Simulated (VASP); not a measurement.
# SnSe (P4/nmm) in VASP: a series of runs

SnSe is run at these levels: LDA; tasks: single point.

Everything below comes from runs of VASP 6.6.1. Logs are shortened: lines on timing, memory, paths and dates and some standing lists are left out, and cuts for length are marked.

**1. The cell of the first run**

Symmetry: P4/nmm, No. 129, tetragonal system. Conventional cell: a = 4.344 Å, b = 4.344 Å, c = 10.696 Å, α = 90.00°, β = 90.00°, γ = 90.00°. Sn (site symmetry 4mm) has 5 Se at 2.61 to 3.07 Å within 3.4 Å. Within 3.4 Å of Se (site symmetry 4mm) lie 5 Sn at 2.61 to 3.07 Å.

**2. Single point, LDA**

INCAR reads:

```
SYSTEM = SnSe
PREC     = Accurate       ! precision mode
ENCUT    = 520            ! plane-wave cutoff, eV
EDIFF    = 1E-7           ! SCF threshold, eV
ISMEAR   = 0              ! smearing method
SIGMA    = 0.05           ! smearing width, eV
LREAL    = .FALSE.        ! projectors in reciprocal space
LASPH    = .TRUE.         ! aspherical terms in the spheres
NELM     = 80             ! most SCF steps
ALGO     = Normal         ! electronic algorithm
ISIF     = 2              ! what is computed and relaxed
LWAVE    = .FALSE.        ! write WAVECAR
LCHARG   = .FALSE.        ! write CHGCAR
NBANDS   = 28             ! bands
```

KPOINTS reads:

```
Automatic mesh
0
G
  8 8 4
  0 0 0
```

POSCAR reads:

```
SnSe
1.0
    4.3440378300      0.0000000000      0.0000000000
    0.0000000000      4.3440378300      0.0000000000
    0.0000000000      0.0000000000     10.6956175369
Sn Se
2 2
Direct
    0.5000000000      0.0000000000      0.3722291100
    0.0000000000      0.5000000000      0.6277708900
    0.5000000000      0.0000000000      0.6160394900
    0.0000000000      0.5000000000      0.3839605100
```

Potentials or basis: VASP PAW LDA potentials, release 64 (Sn_d, Se).

Command:

```
> cat potpaw_LDA.64/Sn_d/POTCAR potpaw_LDA.64/Se/POTCAR > POTCAR
> mpirun -np 1 vasp_std > vasp.out
```

OUTCAR:

```text
SYSTEM = SnSe
   PREC = Accurate
   ENCUT = 520
   EDIFF = 1E-7
   ISMEAR = 0
   LREAL = .FALSE.
   LASPH = .TRUE.
   NELM = 80
   ISIF = 2

 ion  position               nearest neighbor table
   1  0.500  0.000  0.372-   3 2.61   4 3.07   4 3.07   4 3.07   4 3.07
   2  0.000  0.500  0.628-   4 2.61   3 3.07   3 3.07   3 3.07   3 3.07
   3  0.500  0.000  0.616-   1 2.61   2 3.07   2 3.07   2 3.07   2 3.07
   4  0.000  0.500  0.384-   2 2.61   1 3.07   1 3.07   1 3.07   1 3.07

  LATTYP: Found a simple tetragonal cell.
 ALAT       =     4.3440378300
 C/A-ratio  =     2.4621372915

  Lattice vectors:

 A1 = (   4.3440378300,   0.0000000000,   0.0000000000)
 A2 = (   0.0000000000,   4.3440378300,   0.0000000000)
 A3 = (   0.0000000000,   0.0000000000,  10.6956175369)

Analysis of symmetry for initial positions (statically):
=====================================================================
 Subroutine PRICEL returns:
 Original cell was already a primitive cell.

 Routine SETGRP: Setting up the symmetry group for a
 simple tetragonal supercell.

 Subroutine GETGRP returns: Found 16 space group operations
 (whereof  8 operations were pure point group operations)
 out of a pool of 16 trial point group operations.

The static configuration has the point symmetry D_2d.
 The point group associated with its full space group is D_4h.

Analysis of symmetry for dynamics (positions and initial velocities):
=====================================================================
 Subroutine PRICEL returns:
 Original cell was already a primitive cell.

 Routine SETGRP: Setting up the symmetry group for a
 simple tetragonal supercell.

 Subroutine GETGRP returns: Found 16 space group operations
 (whereof  8 operations were pure point group operations)
 out of a pool of 16 trial point group operations.

The dynamic configuration has the point symmetry D_2d.
 The point group associated with its full space group is D_4h.

 Subroutine INISYM returns: Found 16 space group operations
 (whereof  8 operations are pure point group operations),
 and found     1 'primitive' translations

----------------------------------------------------------------------------------------

                                     Primitive cell

  volume of cell :     201.8334

  direct lattice vectors                    reciprocal lattice vectors
     4.344037830  0.000000000  0.000000000     0.230200574  0.000000000  0.000000000
     0.000000000  4.344037830  0.000000000     0.000000000  0.230200574  0.000000000
     0.000000000  0.000000000 10.695617537     0.000000000  0.000000000  0.093496238
[... 90 lines left out ...]
   EDIFFG = 0.1E-05   stopping-criterion for IOM
   NSW    =      0    number of steps for IOM
   IBRION =     -1    ionic relax: 0-MD 1-quasi-New 2-CG
   NFREE  =      0    steps in history (QN), initial steepest desc. (CG)
   ISIF   =      2    stress and relaxation
   ISYM   =      2    0-nonsym 1-usesym 2-fastsym
   POTIM  = 0.5000    time-step for ionic-motion
   TEBEG  =    0.0;   TEEND  =   0.0 temperature during run
   PSTRESS=    0.0 pullay stress
   NELECT =      40.0000    total number of electrons
   NUPDOWN=      -1.0000    fix difference up-down
   EMIN   =  10.00;   EMAX   =-10.00  energy-range for DOS
   EFERMI =   0.00;   METHOD = LEGACY
   ISMEAR =     0;   SIGMA  =   0.05  broadening in eV -4-tet -1-fermi 0-gaus
   EFERMI_NEDOS =   21; number of points for ismear=-14 and -15
   IALGO  =     38    algorithm
   IMIX   =      4    mixing-type and parameters
     AMIX     =   0.40;   BMIX     =  1.00
     AMIX_MAG =   1.60;   BMIX_MAG =  1.00
  volume/ion in A,a.u.               =      50.46       340.51
  Fermi-wavevector in a.u.,A,eV,Ry     =   0.954473  1.803693 12.395171  0.911019
  Thomas-Fermi vector in A             =   2.083223
   LORBIT       =      0    0 simple, 1 ext, 2 COOP (PROOUT), +10 PAW based schemes
   GGA     = CA    functional components
   LHFCALC =     F    Hartree Fock is set to
   AEXX    =    0.0000 exact exchange contribution
   IVDW    =     0    specifies the selected vdW correction
   LEPSILON=     F    determine dielectric tensor
   LRPA    =     F    only Hartree local field effects (RPA)
 non-spin polarized calculation
 Gauss-broadening in eV      SIGMA  =   0.05
  energy-cutoff  :      520.00
  volume of cell :      201.83
 maximum number of plane-waves:      5512
   NGX = 17   NGY = 17   NGZ = 39

 number of electron      40.0000004 magnetization

 Free energy of the ion-electron system (eV)
  ---------------------------------------------------
  ext. energy  EPLUGINS =         0.00000000
  ---------------------------------------------------
  free energy    TOTEN  =       -18.34702904 eV

  energy without entropy =      -18.34702904  energy(sigma->0) =      -18.34702904

 E-fermi :   0.7212     XC(G=0):  -6.2775

 val. band max:        0.4570034190   @ k =   0.3750   0.0000   0.5000
 cond. band min:       1.4408335221   @ k =   0.3750   0.0000   0.5000
 fundamental gap:      0.9838301030
 Fermi energy:         0.7211825413

 k-point     1 :       0.0000    0.0000    0.0000
  band No.  band energies     occupation
      1     -20.6126      2.00000
      2     -20.6074      2.00000
      3     -20.6064      2.00000
      4     -20.5993      2.00000
      5     -20.5913      2.00000
      6     -20.5603      2.00000
[... 733 lines left out ...]
     27       6.4394      0.00000
     28       6.4394      0.00000

 [... further k-points ...]

------------------------ aborting loop because EDIFF is reached ----------------------------------------

  FORCE on cell =-STRESS in cart. coord.  units (eV):
  Direction    XX          YY          ZZ          XY          YZ          ZX
  --------------------------------------------------------------------------------------
  -------------------------------------------------------------------------------------
  Total       -2.9563366     -2.9563366      1.2165033      0.0000000     -0.0000000      0.0000000
  in kB      -23.4677475    -23.4677475      9.6567461      0.0000000     -0.0000000      0.0000000
  external PRESSURE =     -12.4262496 kB  Pullay stress =       0.0000000 kB

 VOLUME and BASIS-vectors are now :
 -----------------------------------------------------------------------------
  energy-cutoff  :      520.00
  volume of cell :      201.83
      direct lattice vectors                 reciprocal lattice vectors
     4.344037830  0.000000000  0.000000000     0.230200574  0.000000000  0.000000000
     0.000000000  4.344037830  0.000000000     0.000000000  0.230200574  0.000000000
     0.000000000  0.000000000 10.695617537     0.000000000  0.000000000  0.093496238

 POSITION                                       TOTAL-FORCE (eV/Angst)
 -----------------------------------------------------------------------------------
      2.17202      0.00000      3.98122         0.000000     -0.000000     -0.150755
      0.00000      2.17202      6.71440        -0.000000      0.000000      0.150755
      2.17202      0.00000      6.58892        -0.000000      0.000000      0.335253
      0.00000      2.17202      4.10669        -0.000000     -0.000000     -0.335253
 -----------------------------------------------------------------------------------
    total drift:                                0.000000      0.000000      0.000000

  FREE ENERGIE OF THE ION-ELECTRON SYSTEM (eV)
  ---------------------------------------------------
  free  energy   TOTEN  =       -18.3470290447 eV

  energy  without entropy=      -18.3470290447  energy(sigma->0) =      -18.34702904
```

OSZICAR:

```text
N       E                     dE             d eps       ncg     rms          rms(c)
DAV:   1     0.339885852733E+03    0.33989E+03   -0.18617E+04  2608   0.145E+03
DAV:   2     0.288657128393E+02   -0.31102E+03   -0.30310E+03  2688   0.361E+02
DAV:   3    -0.165770970014E+02   -0.45443E+02   -0.44342E+02  3108   0.145E+02
DAV:   4    -0.188272227514E+02   -0.22501E+01   -0.22400E+01  2964   0.342E+01
DAV:   5    -0.188901014822E+02   -0.62879E-01   -0.62859E-01  3284   0.611E+00    0.472E+00
DAV:   6    -0.183913941153E+02    0.49871E+00   -0.11449E+00  3396   0.548E+00    0.289E+00
DAV:   7    -0.183593094303E+02    0.32085E-01   -0.29335E-01  3032   0.217E+00    0.118E+00
DAV:   8    -0.183475692881E+02    0.11740E-01   -0.34245E-02  3188   0.116E+00    0.241E-01
DAV:   9    -0.183447710077E+02    0.27983E-02   -0.68420E-03  2912   0.453E-01    0.109E-01
DAV:  10    -0.183446314598E+02    0.13955E-03   -0.25832E-03  2656   0.204E-01    0.477E-02
DAV:  11    -0.183457463214E+02   -0.11149E-02   -0.92657E-04  2972   0.980E-02    0.566E-02
DAV:  12    -0.183468931600E+02   -0.11468E-02   -0.51611E-04  3060   0.813E-02    0.235E-02
DAV:  13    -0.183469700665E+02   -0.76907E-04   -0.35675E-05  2964   0.288E-02    0.110E-02
DAV:  14    -0.183470233514E+02   -0.53285E-04   -0.13494E-05  2812   0.123E-02    0.305E-03
DAV:  15    -0.183470275479E+02   -0.41964E-05   -0.12487E-06  2688   0.603E-03    0.108E-03
DAV:  16    -0.183470290001E+02   -0.14522E-05   -0.56250E-07  2396   0.250E-03    0.114E-03
DAV:  17    -0.183470290447E+02   -0.44576E-07   -0.57994E-08  2224   0.121E-03
   1 F= -.18347029E+02 E0= -.18347029E+02  d E =-.996408E-15
```

Run time: 2.1 min. Hardware: 1 thread of AMD EPYC 9R45 (Zen 5), shared host; peak memory 0.35 GiB.

What came out:

| Property | Result |
| --- | --- |
| Free energy | -18.3470 eV |
| Pressure | -1.2 GPa |
| Largest force | 0.335 eV/Å |
| Band gap on the k mesh | 0.98 eV |

Forces in eV/Å, atoms in the order of the input:
```
Sn   0.000  0.000 -0.151
Sn   0.000  0.000  0.151
Se   0.000  0.000  0.335
Se   0.000  0.000 -0.335
```

Caveat: spin-orbit coupling is left out, which moves the levels of the heavy elements. A k mesh can miss the band edges.

**3. Single point, LDA**

This run uses another cell than the first one, of the same volume but with other edges.

INCAR reads:

```
SYSTEM = SnSe
PREC = Accurate ; ENCUT = 520
EDIFF = 1E-6 ; ISMEAR = 0
SIGMA = 0.05 ; LREAL = .FALSE.
LASPH = .TRUE. ; NELM = 60
ALGO = Normal ; ISIF = 2
LWAVE = .FALSE. ; LCHARG = .FALSE.
NBANDS = 28
```

KPOINTS reads:

```
regular mesh
0
G
  8 8 4
  0 0 0
```

POSCAR reads:

```
SnSe
1.0
    4.2161971463      0.0000000000      0.0000000000
    0.0000000000      4.2161971463      0.0000000000
    0.0000000000      0.0000000000     11.3540614930
Sn Se
2 2
Direct
    0.5000000000      0.0000000000      0.3722291100
    0.0000000000      0.5000000000      0.6277708900
    0.5000000000      0.0000000000      0.6160394900
    0.0000000000      0.5000000000      0.3839605100
```

Potentials or basis: VASP PAW LDA potentials, release 64 (Sn_d, Se).

Command:

```
> cat potpaw_LDA.64/Sn_d/POTCAR potpaw_LDA.64/Se/POTCAR > POTCAR
> mpirun -np 1 vasp_std > vasp.out
```

OUTCAR:

```text
SYSTEM = SnSe
   PREC = Accurate
   ENCUT = 520
   EDIFF = 1E-6
   ISMEAR = 0
   LREAL = .FALSE.
   LASPH = .TRUE.
   NELM = 60
   ISIF = 2

 ion  position               nearest neighbor table
   1  0.500  0.000  0.372-   3 2.77   4 2.98   4 2.98   4 2.98   4 2.98
   2  0.000  0.500  0.628-   4 2.77   3 2.98   3 2.98   3 2.98   3 2.98
   3  0.500  0.000  0.616-   1 2.77   2 2.98   2 2.98   2 2.98   2 2.98
   4  0.000  0.500  0.384-   2 2.77   1 2.98   1 2.98   1 2.98   1 2.98

  LATTYP: Found a simple tetragonal cell.
 ALAT       =     4.2161971463
 C/A-ratio  =     2.6929626626

  Lattice vectors:

 A1 = (   4.2161971463,   0.0000000000,   0.0000000000)
 A2 = (   0.0000000000,   4.2161971463,   0.0000000000)
 A3 = (   0.0000000000,   0.0000000000,  11.3540614930)

Analysis of symmetry for initial positions (statically):
=====================================================================
 Subroutine PRICEL returns:
 Original cell was already a primitive cell.

 Routine SETGRP: Setting up the symmetry group for a
 simple tetragonal supercell.

 Subroutine GETGRP returns: Found 16 space group operations
 (whereof  8 operations were pure point group operations)
 out of a pool of 16 trial point group operations.

The static configuration has the point symmetry D_2d.
 The point group associated with its full space group is D_4h.

Analysis of symmetry for dynamics (positions and initial velocities):
=====================================================================
 Subroutine PRICEL returns:
 Original cell was already a primitive cell.

 Routine SETGRP: Setting up the symmetry group for a
 simple tetragonal supercell.

 Subroutine GETGRP returns: Found 16 space group operations
 (whereof  8 operations were pure point group operations)
 out of a pool of 16 trial point group operations.

The dynamic configuration has the point symmetry D_2d.
 The point group associated with its full space group is D_4h.

 Subroutine INISYM returns: Found 16 space group operations
 (whereof  8 operations are pure point group operations),
[... 120 lines left out ...]
     AMIX_MAG =   1.60;   BMIX_MAG =  1.00
  volume/ion in A,a.u.               =      50.46       340.51
  Fermi-wavevector in a.u.,A,eV,Ry     =   0.954473  1.803693 12.395171  0.911019
  Thomas-Fermi vector in A             =   2.083223
   LORBIT       =      0    0 simple, 1 ext, 2 COOP (PROOUT), +10 PAW based schemes
   GGA     = CA    functional components
   LHFCALC =     F    Hartree Fock is set to
   AEXX    =    0.0000 exact exchange contribution
   IVDW    =     0    specifies the selected vdW correction
   LEPSILON=     F    determine dielectric tensor
   LRPA    =     F    only Hartree local field effects (RPA)
 non-spin polarized calculation
 Gauss-broadening in eV      SIGMA  =   0.05
  energy-cutoff  :      520.00
  volume of cell :      201.83
 maximum number of plane-waves:      5476
 NGX is ok and might be reduce to    32

 number of electron      39.9999986 magnetization

 Free energy of the ion-electron system (eV)
  ---------------------------------------------------
  ext. energy  EPLUGINS =         0.00000000
  ---------------------------------------------------
  free energy    TOTEN  =       -18.42165108 eV

  energy without entropy =      -18.42165108  energy(sigma->0) =      -18.42165108

 E-fermi :   1.0376     XC(G=0):  -6.1840

 val. band max:        0.7532452472   @ k =   0.3750   0.0000   0.5000
 cond. band min:       1.7296443955   @ k =   0.3750   0.0000   0.5000
 fundamental gap:      0.9763991484
 Fermi energy:         1.0375790124

 k-point     1 :       0.0000    0.0000    0.0000
  band No.  band energies     occupation
      1     -20.5168      2.00000
      2     -20.5040      2.00000
      3     -20.4992      2.00000
      4     -20.4983      2.00000
      5     -20.4926      2.00000
      6     -20.4915      2.00000
[... 733 lines left out ...]
     27       6.4652      0.00000
     28       6.4652      0.00000

 [... further k-points ...]

------------------------ aborting loop because EDIFF is reached ----------------------------------------

  FORCE on cell =-STRESS in cart. coord.  units (eV):
  Direction    XX          YY          ZZ          XY          YZ          ZX
  --------------------------------------------------------------------------------------
  -------------------------------------------------------------------------------------
  Total       -1.0362452     -1.0362452     -2.3698538      0.0000000      0.0000000      0.0000000
  in kB       -8.2258364     -8.2258364    -18.8121777      0.0000000      0.0000000      0.0000000
  external PRESSURE =     -11.7546168 kB  Pullay stress =       0.0000000 kB

 VOLUME and BASIS-vectors are now :
 -----------------------------------------------------------------------------
  energy-cutoff  :      520.00
  volume of cell :      201.83
      direct lattice vectors                 reciprocal lattice vectors
     4.216197146  0.000000000  0.000000000     0.237180560  0.000000000  0.000000000
     0.000000000  4.216197146  0.000000000     0.000000000  0.237180560  0.000000000
     0.000000000  0.000000000 11.354061493     0.000000000  0.000000000  0.088074210

 POSITION                                       TOTAL-FORCE (eV/Angst)
 -----------------------------------------------------------------------------------
      2.10810      0.00000      4.22631         0.000000      0.000000      0.510996
      0.00000      2.10810      7.12775        -0.000000      0.000000     -0.510996
      2.10810      0.00000      6.99455        -0.000000      0.000000     -0.327387
      0.00000      2.10810      4.35951         0.000000      0.000000      0.327387
 -----------------------------------------------------------------------------------
    total drift:                                0.000000      0.000000      0.000000

  FREE ENERGIE OF THE ION-ELECTRON SYSTEM (eV)
  ---------------------------------------------------
  free  energy   TOTEN  =       -18.4216510837 eV

  energy  without entropy=      -18.4216510837  energy(sigma->0) =      -18.42165108
```

stdout:

```text
POSCAR found type information on POSCAR SnSe
 POSCAR found :  2 types and       4 ions
 scaLAPACK will be used
 LDA part: xc-table for (Slater(with rela. corr.)+CA(PZ))
 , standard interpolation
 POSCAR, INCAR and KPOINTS ok, starting setup
 FFT: planning ... GRIDC
 FFT: planning ... GRID_SOFT
 FFT: planning ... GRID
 WAVECAR not read
 entering main loop
```

Wall time 2.2 min (1 thread of AMD EPYC 9R45 (Zen 5), shared host); peak memory 0.34 GiB.

Results:

| Item | Value |
| --- | --- |
| Free energy | -18.4217 eV |
| Largest force | 0.511 eV/Å |
| Band gap on the k mesh | 0.98 eV |

Forces in eV/Å, atoms in the order of the input:
```
Sn   0.000  0.000  0.511
Sn   0.000  0.000 -0.511
Se   0.000  0.000 -0.327
Se   0.000  0.000  0.327
```

Caveat: there is no dipole correction, which matters where the two faces differ; spin-orbit coupling is left out, which moves the levels of the heavy elements.

[end of part 1 of 2]
